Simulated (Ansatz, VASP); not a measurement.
# Cu in VASP and in Ansatz

File INCAR:

```
SYSTEM = Cu
  ALGO = Fast
  EDIFF = 1E-6
  ENCUT = 520
  GGA = PS
  ISIF = 2
  ISMEAR = 0
  LASPH = .True.
  LCHARG = .False.
  LREAL = .False.
  LWAVE = .False.
  NBANDS = 18
  NELM = 80
  PREC = Accurate
  SIGMA = 0.15
```

Contents of KPOINTS:

```
k-points
0
Gamma
  24 24 12
  0 0 0
```

Contents of POSCAR:

```
Cu
1.0
    2.5519048927      0.0000000000      0.0000000000
   -1.2759524463      2.2100144651      0.0000000000
    0.0000000000      0.0000000000      3.6941375226
Cu
2
Direct
    0.3333333333      0.6666666667      0.2500000000
    0.6666666667      0.3333333333      0.7500000000
```

Input for Ansatz:

```yaml
crystal:
  lattice:
    - [2.5519048927, 0.0, 0.0]
    - [-1.2759524463, 2.2100144651, 0.0]
    - [0.0, 0.0, 3.6941375226]
  atoms:
    - { symbol: Cu, position: [0.3333333333, 0.6666666667, 0.25] }
    - { symbol: Cu, position: [0.6666666667, 0.3333333333, 0.75] }
basis:
  ecutwfc: 520.0
kpoints:
  mp_grid: { grid: [24, 24, 12] }
hamiltonian:
  xc: pbesol
  pseudopotentials: { kind: paw }
scf:
  occupations: { method: gaussian, width: 0.15 }
output:
  forces: true
  stress: true
  eigenvalues: true
```

Alike in both runs: task single point; functional PBEsol; k mesh 24 × 24 × 12; occupations gaussian, width 0.15 eV; no spin polarisation.

```csv
,VASP,Ansatz
version,VASP 6.6.1,Ansatz 0.2.0
potentials or method,"VASP PAW PBE potentials, release 64 (Cu), cutoff 520 eV","scalar-relativistic, plane waves, PAW"
valence electrons in the cell,22,38
```

|  | VASP | Ansatz | Ansatz less VASP |
| --- | --- | --- | --- |
| gap on the k mesh at the Fermi level (eV) | none | none | - |
| pressure (GPa) | 21.3 | 20.5 | -0.84 |
| traceless stress, the component that is largest in VASP (GPa) | 18.77 | 18.93 | +0.154 |

VASP's potentials were made for PBE, not for PBEsol. A gap of «none» marks a metal or a gap that the smearing closes. With one functional, cell and mesh, what is left measures potentials, basis and numerics. VASP's potentials hold 22 valence electrons a cell and Ansatz's 38, so a difference there can come from the potentials and not from the codes.
